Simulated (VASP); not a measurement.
# Si (a cell with a defect) in VASP: further runs, part 2 of 2

VASP 6.6.1. Earlier steps stand in the parts before.

## (3) Single point, PBEsol

INCAR reads:

```
SYSTEM = Si
PREC = Accurate ; ENCUT = 520
EDIFF = 1E-6 ; ISMEAR = -1
SIGMA = 0.02 ; LREAL = Auto
LASPH = .TRUE. ; NELM = 80
ALGO = Normal ; ISIF = 2
LWAVE = .FALSE. ; LCHARG = .FALSE.
GGA = PS ; NBANDS = 48
```

KPOINTS reads:

```
regular mesh
0
G
  2 2 2
  0 0 0
```

POSCAR reads:

```
Si
1.0
    0.0000000000      5.4300000000      5.4300000000
    5.4300000000      0.0000000000      5.4300000000
    5.4300000000      5.4300000000      0.0000000000
Si
17
Direct
   -0.0346040516      0.0146593002      0.0760589319
    0.0705616943      0.1326611418      0.2283333333
   -0.0490239411     -0.0179558011      0.5801473297
    0.1059944751      0.0973941068      0.6924953959
   -0.0794751381      0.5174677716      0.0884622468
    0.0420165746      0.6365653775      0.2161602210
   -0.0835267035      0.4689779006      0.6336924494
    0.0735174954      0.6130018416      0.7064088398
    0.4429558011      0.0211141805      0.0837845304
    0.5831767956      0.1327348066      0.1902302026
    0.4812430939     -0.0241160221      0.5728268877
    0.5643186004      0.1074493554      0.7285543278
    0.4197053407      0.5199079190      0.0932228361
    0.5515837937      0.6522283610      0.2021731123
    0.4216114180      0.5025690608      0.6012615101
    0.5519613260      0.6066942910      0.7292357274
    0.3240147330      0.3560220994      0.4715653775
```

Potentials or basis: VASP PAW PBE potentials, release 64 (Si).

On the command line:

```
$ cat potpaw_PBE.64/Si/POTCAR > POTCAR
$ mpirun -np 1 vasp_std > vasp.out
```

OUTCAR:

```text
SYSTEM = Si
   PREC = Accurate
   ENCUT = 520
   EDIFF = 1E-6
   ISMEAR = -1
   LREAL = Auto
   LASPH = .TRUE.
   NELM = 80
   ISIF = 2
   GGA = PS

 ion  position               nearest neighbor table
   1  0.965  0.015  0.076-   2 2.36   6 2.39  10 2.40   4 2.42
   2  0.071  0.133  0.228-   3 2.22   9 2.34   1 2.36   5 2.42
   3  0.951  0.982  0.580-   2 2.22   8 2.31   4 2.41  12 2.43
   4  0.106  0.097  0.692-  11 2.35   7 2.38   3 2.41   1 2.42  17 2.60
   5  0.921  0.517  0.088-   6 2.31  14 2.31   8 2.41   2 2.42
   6  0.042  0.637  0.216-   5 2.31  13 2.37   1 2.39   7 2.62  17 2.92
   7  0.916  0.469  0.634-  16 2.29   8 2.37   4 2.38  17 2.56   6 2.62
   8  0.074  0.613  0.706-  15 2.19   3 2.31   7 2.37   5 2.41  17 2.67
   9  0.443  0.021  0.084-  12 2.24  10 2.25  14 2.32   2 2.34
  10  0.583  0.133  0.190-   9 2.25   1 2.40  11 2.41  13 2.44  17 2.75
  11  0.481  0.976  0.573-  12 2.34  16 2.34   4 2.35  17 2.39  10 2.41
  12  0.564  0.107  0.729-   9 2.24  11 2.34   3 2.43  15 2.48  17 2.70
  13  0.420  0.520  0.093-  16 2.29  14 2.34   6 2.37  17 2.39  10 2.44
  14  0.552  0.652  0.202-   5 2.31   9 2.32  13 2.34  15 2.51  17 2.86
[... 210 lines left out ...]
      1      -6.3902      2.00000
      2      -3.9084      2.00000
      3      -3.8368      2.00000
      4      -3.6685      2.00000
      5      -3.5003      2.00000
      6      -2.9180      2.00000
[... 381 lines left out ...]
     45      10.0307      0.00000
     46      10.1714      0.00000
 [bands above 46 left out]

------------------------ aborting loop because EDIFF is reached ----------------------------------------

  FORCE on cell =-STRESS in cart. coord.  units (eV):
  Direction    XX          YY          ZZ          XY          YZ          ZX
  --------------------------------------------------------------------------------------
  -------------------------------------------------------------------------------------
  Total        6.7874652      7.5494221      6.4105389      1.5430728      3.2615488      0.5488226
  in kB       33.9616447     37.7741592     32.0756625      7.7208928     16.3194298      2.7460795
  external PRESSURE =      34.6038221 kB  Pullay stress =       0.0000000 kB

 VOLUME and BASIS-vectors are now :
 -----------------------------------------------------------------------------
  energy-cutoff  :      520.00
  volume of cell :      320.21
      direct lattice vectors                 reciprocal lattice vectors
     0.000000000  5.430000000  5.430000000    -0.092081031  0.092081031  0.092081031
     5.430000000  0.000000000  5.430000000     0.092081031 -0.092081031  0.092081031
     5.430000000  5.430000000  0.000000000     0.092081031  0.092081031 -0.092081031

 POSITION                                       TOTAL-FORCE (eV/Angst)
 -----------------------------------------------------------------------------------
      0.49260      5.65510      5.32170        -0.500542     -0.183454     -0.492979
      1.96020      1.62300      1.10350        -0.561670     -1.579884      0.917813
      8.48270      8.31400     10.49630         1.452484      0.612006     -0.608648
      4.28910      4.33580      1.10440         0.647829     -0.023898     -0.972531
      3.29020      5.47880      7.80830        -0.759748      0.382745      0.133511
      4.63030      1.40190      3.68470         1.042270      0.658153     -0.201160
[... 9 lines left out ...]
      7.25410      6.95690      6.29150         0.254882     -0.011795      0.347981
      4.49380      4.32000      3.69260         0.041925     -0.601192     -0.368300
 -----------------------------------------------------------------------------------
    total drift:                                0.007356     -0.005147     -0.000726

  FREE ENERGIE OF THE ION-ELECTRON SYSTEM (eV)
  ---------------------------------------------------
  free  energy   TOTEN  =       -92.8294267381 eV

  energy  without entropy=      -92.8155408702  energy(sigma->0) =      -92.82248380
```

Wall time 3.1 min (1 thread of Intel Xeon Platinum 8259CL at 2.50GHz (Skylake/Cascade Lake), shared host); peak memory 0.46 GiB.

Results:

| Item | Value |
| --- | --- |
| Free energy | -92.8294 eV |
| Pressure | 3.5 GPa |
| Largest force | 2.377 eV/Å |
| Band gap on the k mesh | zero (bands 34 and 35 overlap by 0.33 eV) |

Forces on the atoms (eV/Å):
```
Si  -0.501 -0.183 -0.493
Si  -0.562 -1.580  0.918
Si   1.452  0.612 -0.609
Si   0.648 -0.024 -0.973
Si  -0.760  0.383  0.134
Si   1.042  0.658 -0.201
Si  -1.144 -0.426  1.290
Si   1.478 -0.736 -1.710
Si   0.245  0.064 -1.083
Si   0.457  0.727  1.046
Si  -0.457 -0.097 -0.279
Si  -0.596 -0.397  1.436
Si  -0.383 -0.034 -0.352
Si   0.353  0.637 -0.491
Si  -1.570  1.010  1.386
Si   0.255 -0.012  0.348
Si   0.042 -0.601 -0.368
```

Levels at points of the mesh, in eV from the Fermi level:
| k point | band 30 | band 31 | band 32 | band 33 | band 34 | band 35 | band 36 | band 37 | band 38 | band 39 |
| --- | --- | --- | --- | --- | --- | --- | --- | --- | --- | --- |
| (0.00, 0.00, 0.00) | -1.40 | -0.90 | -0.67 | -0.44 | -0.27 | -0.22 | -0.10 | 0.00 | 0.12 | 0.44 |
| (0.50, 0.00, 0.00) | -1.54 | -1.38 | -1.17 | -0.97 | -0.01 | 0.35 | 0.53 | 0.87 | 1.02 | 1.23 |
| (0.00, 0.50, 0.00) | -1.43 | -1.39 | -1.27 | -0.90 | -0.29 | 0.42 | 0.57 | 0.77 | 0.80 | 1.26 |
| (0.00, 0.00, 0.50) | -1.57 | -1.33 | -1.20 | -1.06 | -0.36 | 0.29 | 0.55 | 0.84 | 0.92 | 1.20 |
| (0.50, 0.50, 0.50) | -1.44 | -1.34 | -1.26 | -0.96 | -0.33 | 0.44 | 0.56 | 0.84 | 1.04 | 1.20 |
| (0.50, 0.50, 0.00) | -1.90 | -1.80 | -1.52 | -0.92 | 0.01 | 0.57 | 1.08 | 1.16 | 1.27 | 1.88 |
| (0.00, 0.50, 0.50) | -1.93 | -1.74 | -1.45 | -0.88 | 0.00 | 0.69 | 1.00 | 1.12 | 1.25 | 1.82 |
| (0.50, 0.00, 0.50) | -1.80 | -1.76 | -1.65 | -0.85 | 0.11 | 0.71 | 1.03 | 1.09 | 1.16 | 2.01 |

Caveat: the k points lie up to 0.50 Å⁻¹ apart; the PAW data sets were made with another functional, which shifts forces and pressure a little.

## (4) Single point, PBEsol

INCAR reads:

```
SYSTEM = Si
  PREC = Accurate
  ENCUT = 520
  EDIFF = 1E-6
  ISMEAR = -1
  SIGMA = 0.02
  LREAL = Auto
  LASPH = .TRUE.
  NELM = 60
  ALGO = Normal
  ISIF = 2
  LWAVE = .FALSE.
  LCHARG = .FALSE.
  GGA = PS
  NBANDS = 48
```

KPOINTS is that of step 3.

POSCAR reads:

```
Si
1.0
    0.0000000000      5.4300000000      5.4300000000
    5.4300000000      0.0000000000      5.4300000000
    5.4300000000      5.4300000000      0.0000000000
Si
17
Direct
   -0.0683885820      0.0107642726      0.0883333333
    0.0613996317      0.1319705341      0.2110497238
   -0.0822375691      0.0387016575      0.5857182320
    0.0931860037      0.0918600368      0.7267219153
   -0.0540055249      0.5148710866      0.0641160221
    0.0267495396      0.6348342541      0.2383149171
   -0.0710036832      0.4595856354      0.6325322284
    0.0288950276      0.6574033149      0.6869981584
    0.4277163904      0.0298895028      0.0803683241
    0.5598895028      0.1303867403      0.2230570902
    0.4520257827     -0.0232596685      0.6256537753
    0.5598342541      0.1875874770      0.7097421731
    0.3771731123      0.5190515654      0.1090699816
    0.5613812155      0.6528913444      0.1829097606
    0.3845488029      0.5723756906      0.5912338858
    0.5607458564      0.5995303867      0.7518139963
    0.3220165746      0.3617403315      0.4867863720
```

On the command line:

```
$ cat potpaw_PBE.64/Si/POTCAR > POTCAR
$ mpirun -np 1 vasp_std > vasp.out
```

Run time: 2.8 min. Hardware: 1 thread of Intel Xeon Platinum 8259CL at 2.50GHz (Skylake/Cascade Lake), shared host; peak memory 0.47 GiB.

It converged, with:

```
Free energy            : -92.6224 eV
Pressure               : 2.5 GPa
Largest force          : 2.569 eV/Å
Band gap on the k mesh : zero (bands 34 and 35 overlap by 0.19 eV)
```

Forces in eV/Å, atoms in the order of the input:
```
Si   0.320  0.542 -0.515
Si   0.595 -0.602  0.270
Si  -1.000  0.687  0.245
Si   0.067 -0.855 -0.811
Si   0.408 -0.250 -0.640
Si   0.907 -0.899 -1.327
Si  -0.588 -1.197  0.378
Si   1.640  0.313 -0.139
Si  -0.346  0.665  0.106
Si   0.420 -0.179 -0.535
Si  -0.718  0.336  1.378
Si   0.356 -0.504 -1.045
Si  -0.860  1.978  1.397
Si   0.269  0.182 -0.586
Si  -1.271  0.383  1.526
Si  -0.050 -0.718 -0.039
Si  -0.149  0.119  0.337
```

Stress tensor (GPa, compression positive):
```
 2.91 -2.01 -1.71
-2.01  2.26  2.24
-1.71  2.24  2.27
```

Levels at points of the mesh, in eV from the Fermi level:
```tsv
k point	band 31	band 32	band 33	band 34	band 35	band 36	band 37	band 38
(0.00, 0.00, 0.00)	-0.95	-0.64	-0.45	-0.32	-0.09	-0.03	0.15	0.19
(0.50, 0.00, 0.00)	-1.28	-1.04	-0.93	-0.20	0.40	0.61	0.85	1.09
(0.00, 0.50, 0.00)	-1.40	-1.16	-0.82	-0.19	0.52	0.55	0.86	0.98
(0.00, 0.00, 0.50)	-1.24	-1.10	-0.99	-0.21	0.03	0.58	0.75	0.97
(0.50, 0.50, 0.50)	-1.25	-1.02	-0.84	-0.25	0.29	0.61	0.70	0.97
(0.50, 0.50, 0.00)	-1.57	-1.56	-0.80	-0.08	0.69	1.04	1.20	1.27
(0.00, 0.50, 0.50)	-1.57	-1.49	-0.75	0.10	0.65	1.06	1.14	1.34
(0.50, 0.00, 0.50)	-1.67	-1.43	-0.89	0.06	0.65	1.07	1.20	1.27
```

Caveat: the k points lie up to 0.50 Å⁻¹ apart; the PAW data sets were made with another functional, which shifts forces and pressure a little.

## (5) Single point, PBEsol

INCAR reads:

```
ALGO = Normal
EDIFF = 1E-6
ENCUT = 520
GGA = PS
ISIF = 2
ISMEAR = -1
LASPH = True
LCHARG = False
LREAL = Auto
LWAVE = False
NBANDS = 48
NELM = 100
PREC = Accurate
SIGMA = 0.02
```

KPOINTS reads:

```
k-points
0
Gamma
  2 2 2
```

POSCAR reads:

```
Si
1.0
    0.0000000000      5.4300000000      5.4300000000
    5.4300000000      0.0000000000      5.4300000000
    5.4300000000      5.4300000000      0.0000000000
Si
17
Direct
   -0.1136187845      0.0556998158      0.1022007366
    0.0463259669      0.1099355433      0.2551841621
   -0.0854051565      0.0098066298      0.6219060773
    0.0281215470      0.1564088398      0.7336095764
   -0.0278084715      0.4648066298      0.1183057090
    0.0947145488      0.6560405157      0.1739226519
   -0.0787661142      0.5309760589      0.5848618785
    0.0496040516      0.6188121547      0.7489226519
    0.4393370166     -0.0104419890      0.0947697974
    0.5342265193      0.1589226519      0.1933241252
    0.4072651934      0.0155709024      0.5709116022
    0.5332596685      0.0932596685      0.7327624309
    0.4458011050      0.5511233886      0.0710865562
    0.5961510129      0.6101473297      0.2252302026
    0.4503867403      0.4850276243      0.5779558011
    0.5400000000      0.6547329650      0.7181399632
    0.2803222836      0.4093278085      0.4713720074
```

On the command line:

```
$ cat potpaw_PBE.64/Si/POTCAR > POTCAR
$ mpirun -np 1 vasp_std > vasp.out
```

It took 2.8 min on 1 thread of Intel Xeon Platinum 8259CL at 2.50GHz (Skylake/Cascade Lake), shared host; peak memory 0.47 GiB.

Results (log left out):

* Free energy: -92.1883 eV
* Pressure: 3.7 GPa
* Largest force: 3.039 eV/Å
* Band gap on the k mesh: zero (bands 34 and 35 overlap by 0.34 eV)

Forces on the atoms (eV/Å):
```
Si  -1.620  1.550  0.264
Si  -1.078  0.585  0.166
Si  -0.083  0.223 -1.228
Si  -0.405 -0.108  0.011
Si   0.674 -0.829  0.946
Si   2.100 -1.454 -1.457
Si   0.637 -1.024 -0.358
Si  -0.066 -0.290  0.756
Si   0.291 -0.166 -1.082
Si   1.095 -0.488 -0.005
Si   0.301 -0.396 -0.236
Si  -0.024  0.160  1.594
Si  -1.080  1.638 -0.311
Si  -0.130 -0.593  1.488
Si   2.243  2.024 -0.326
Si  -1.893 -0.684 -0.033
Si  -0.961 -0.149 -0.189
```

Stress tensor (GPa, compression positive):
```
 3.66  1.42 -1.41
 1.42  4.03  0.60
-1.41  0.60  3.48
```

Levels at points of the mesh, in eV from the Fermi level:
| k point | band 32 | band 33 | band 34 | band 35 | band 36 | band 37 |
| --- | --- | --- | --- | --- | --- | --- |
| (0.00, 0.00, 0.00) | -0.65 | -0.52 | -0.28 | -0.20 | -0.04 | 0.11 |
| (0.50, 0.00, 0.00) | -1.22 | -0.93 | -0.26 | 0.34 | 0.65 | 0.95 |
| (0.00, 0.50, 0.00) | -1.01 | -0.92 | -0.30 | 0.40 | 0.51 | 0.72 |
| (0.00, 0.00, 0.50) | -1.14 | -0.99 | -0.26 | 0.41 | 0.55 | 0.94 |
| (0.50, 0.50, 0.50) | -1.06 | -0.89 | -0.28 | 0.35 | 0.54 | 0.73 |
| (0.50, 0.50, 0.00) | -1.42 | -0.66 | -0.06 | 0.67 | 0.97 | 1.11 |
| (0.00, 0.50, 0.50) | -1.59 | -0.77 | 0.14 | 0.82 | 0.87 | 1.12 |
| (0.50, 0.00, 0.50) | -1.53 | -0.82 | 0.03 | 0.70 | 0.84 | 1.13 |

Caveat: the k points lie up to 0.50 Å⁻¹ apart; the atoms stand as in a frame of molecular dynamics; the PAW data sets were made with another functional, which shifts forces and pressure a little.

## (6) Overview

```csv
cell,gap on the mesh (eV),pressure (GPa),largest force (eV/Å)
"as given, atomic positions A",none,3.7,2.66
"as given, atomic positions B",none,3.5,2.38
"as given, atomic positions C",none,2.5,2.57
"as given, atomic positions D",none,3.7,3.04
```

Alike in all rows: task single point; level PBEsol; potentials or basis VASP PAW PBE potentials, release 64 (Si); no spin polarisation; k mesh 2 × 2 × 2; cutoff (eV) 520; smearing fermi-dirac 0.02 eV.

Caveats: all runs use coarse meshes; the PAW data sets were made with another functional, which shifts forces and pressure a little; the atoms stand as in a frame of molecular dynamics (at least some runs).

Absolute energies hang on the potentials; compare differences alone.
